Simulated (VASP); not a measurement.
Here is a VASP 6.6.1 calculation.

The input POSCAR:

```
Os
1.0
    2.7877234178      0.0000000000      0.0000000000
   -1.3938617089      2.4142392985      0.0000000000
    0.0000000000      0.0000000000      4.4044215090
Os
2
Direct
    0.6666666667      0.3333333333      0.7500000000
    0.3333333333      0.6666666667      0.2500000000
```

INCAR.step1

```
ALGO     = Normal         # electronic algorithm
EDIFF    = 1E-5           # SCF threshold, eV
ENCUT    = 620            # plane-wave cutoff, eV
GGA      = PE             # functional
GGA_COMPAT= F            
ISMEAR   = -1             # smearing method
LASPH    = T              # aspherical terms in the spheres
LCHARG   = F              # write CHGCAR
LREAL    = F              # projectors in reciprocal space
LWAVE    = T              # write WAVECAR
NBANDS   = 23             # bands
NELM     = 120            # most SCF steps
PREC     = Accurate       # precision mode
SIGMA    = 0.05           # smearing width, eV
```

INCAR.step2

```
ALGO     = Normal         # electronic algorithm
EDIFF    = 1E-6           # SCF threshold, eV
ENCUT    = 620            # plane-wave cutoff, eV
GGA_COMPAT= F            
ISIF     = 2              # what is computed and relaxed
ISMEAR   = -1             # smearing method
ISTART   = 1            
IVDW     = 12             # dispersion correction
LASPH    = T              # aspherical terms in the spheres
LCHARG   = F              # write CHGCAR
LMIXTAU  = T            
LREAL    = F              # projectors in reciprocal space
LWAVE    = F              # write WAVECAR
METAGGA  = R2SCAN         # meta-GGA
NBANDS   = 23             # bands
NELM     = 120            # most SCF steps
PREC     = Accurate       # precision mode
SIGMA    = 0.05           # smearing width, eV
VDW_A1   = 0.49484001   
VDW_A2   = 5.73083694   
VDW_S6   = 1.0          
VDW_S8   = 0.78981345
```

File KPOINTS:

```
k-points
0
Gamma
  11 11 6
```

Potentials or basis: VASP PAW PBE potentials, release 64 (Os_sv_GW).

Run with:

```bash
$ cat potpaw_PBE.64/Os_sv_GW/POTCAR > POTCAR
$ cp INCAR.step1 INCAR
$ mpirun -np 1 vasp_std > vasp.out
$ cp INCAR.step2 INCAR
$ mpirun -np 1 vasp_std > vasp.out
```

Predict the pressure.

-24.8 GPa.

Estimate the dispersion energy per atom.

-0.289 eV.

What does it give for the band gap on the k mesh?

Zero (bands 16 and 17 overlap by 3.72 eV).

Stress tensor (GPa, compression positive):
```
-24.12   0.00   0.00
  0.00 -24.12   0.00
  0.00   0.00 -26.21
```

Caveat: the cell stands under tension; the PAW data sets were made with another functional, which shifts forces and pressure a little; spin-orbit coupling is left out, which moves the levels of the heavy elements.
